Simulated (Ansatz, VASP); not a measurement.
One calculation of Rh2Au, two programs

```
Au Rh
1.0
     3.79351   -0.07198    0.09718
    -1.95909    3.14667   -0.02361
     0.15869    0.04710    5.98258
Au Rh
1 2
Direct
  0.63518 0.28088 0.84427
  0.99438 0.98084 0.09461
  0.31609 0.67215 0.59990
```

Alike in both runs: task single point; functional PBE; k mesh 3 × 3 × 1; occupations fermi-dirac, width 0.15 eV; no spin polarisation.

|  | VASP | Ansatz |
| --- | --- | --- |
| version | VASP 6.6.1 | Ansatz 0.2.0 development build |
| potentials or method | VASP PAW PBE potentials, release 64 (Au, Rh_pv) | plane waves, PAW datasets (generated soft set 1) |
| plane-wave cutoff (eV) | 520 | 420 |
| valence electrons in the cell | 41 | 53 |

|  | VASP | Ansatz | Ansatz less VASP |
| --- | --- | --- | --- |
| rms of the force components (eV/Å) | 1.061 | 1.058 | -0.0033 |

Atom by atom the forces differ by 0.006 eV/Å (rms over components). The functional is the same, so the differences come from potentials, cutoffs and numerics. VASP's potentials hold 41 valence electrons a cell and Ansatz's 53, so a difference there can come from the potentials and not from the codes. Ansatz's warnings: stress scf threshold loose.

The k mesh is coarse, so the values compare programs but aren't converged. Neither program's run includes spin-orbit coupling.
